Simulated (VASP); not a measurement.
Crystal: ZnS (Wurtzite-4H).

```
Zn S
1.0
     3.79704    0.00000    0.00000
    -1.89852    3.28834    0.00000
     0.00000    0.00000   12.43597
Zn S
4 4
Cartesian
  1.8985 1.0961 9.3270
  0.0000 2.1922 3.1090
  0.0000 0.0000 6.2180
  0.0000 0.0000 0.0000
  1.8985 1.0961 11.6587
  0.0000 2.1922 5.4407
  0.0000 0.0000 8.5497
  0.0000 0.0000 2.3317
```

Base run:

```yaml
Program: VASP 6.6.1
Functional: PBE
Potentials_or_basis: VASP PAW PBE potentials, release 64 (Zn, S)
Cutoff: 520 eV
k_mesh: 8 × 8 × 3
Occupations: fermi-dirac, width 0.05 eV
Spin: no spin polarisation
```

Its results: band gap on the k mesh 2.22 eV, direct; pressure 3.1 GPa; largest force 0.049 eV/Å.

Q: The run is repeated on the same cell with these changes: functional from PBE to SVWN5. What comes out?

A: Band gap on the k mesh 1.97 eV, direct; pressure -3.2 GPa; largest force 0.044 eV/Å.

SVWN5 binds more tightly than PBE, so the same cell stands under less pressure.

Caveats: the PAW data sets were made with another functional, which shifts forces and pressure a little (some runs).

A k mesh can miss the band edges.
